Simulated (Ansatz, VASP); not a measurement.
Al: VASP beside Ansatz

INCAR

```
SYSTEM = Al
PREC = Accurate
ENCUT = 520
EDIFF = 1E-6
ISMEAR = 0
SIGMA = 0.15
LREAL = .False.
LASPH = .True.
NELM = 80
ALGO = Fast
ISIF = 2
LWAVE = .False.
LCHARG = .False.
GGA = CA
NBANDS = 8
```

KPOINTS

```
Automatic mesh
0
Gamma
  20 20 20
  0 0 0
```

POSCAR

```
Al
1.0
    0.0000000000      2.0593996500      2.0239800000
    2.0239800000      0.0000000000      2.0239800000
    2.0239800000      2.0593996500      0.0000000000
Al
1
Direct
    0.0000000000      0.0000000000      0.0000000000
```

Input for Ansatz:

```yaml
crystal:
  lattice:
    - [0.0, 2.05939965, 2.02398]
    - [2.02398, 0.0, 2.02398]
    - [2.02398, 2.05939965, 0.0]
  atoms:
    - { symbol: Al, position: [0.0, 0.0, 0.0] }
basis:
  ecutwfc: 420
kpoints:
  mp_grid: { grid: [20, 20, 20] }
hamiltonian:
  xc: lda
scf:
  occupations: { method: gaussian, width: 0.15 }
output:
  forces: true
  stress: true
  eigenvalues: true
```

Change from the starting cell: strain +0.0175 x Voigt [0, 1, 0, 0, 0, 0], atoms carried along.

Alike in both runs: task single point; functional LDA; k mesh 20 × 20 × 20; occupations gaussian, width 0.15 eV; no spin polarisation.

|  | VASP | Ansatz |
| --- | --- | --- |
| version | VASP 6.6.1 | Ansatz 0.2.0 |
| potentials or method | VASP PAW LDA potentials, release 64 (Al), cutoff 520 eV | scalar-relativistic, plane waves, PAW |
| valence electrons in the cell | 3 | 3 |

|  | VASP | Ansatz | Ansatz less VASP |
| --- | --- | --- | --- |
| gap on the k mesh at the Fermi level (eV) | none | none | - |
| pressure (GPa) | -4.7 | -4.7 | -0.03 |
| traceless stress, the component that is largest in VASP (GPa) | -0.44 | -0.45 | -0.012 |

LDA's correlation is that of Perdew and Zunger in VASP and of Perdew and Wang (1992) in Ansatz. A gap of «none» marks a metal or a gap that the smearing closes.
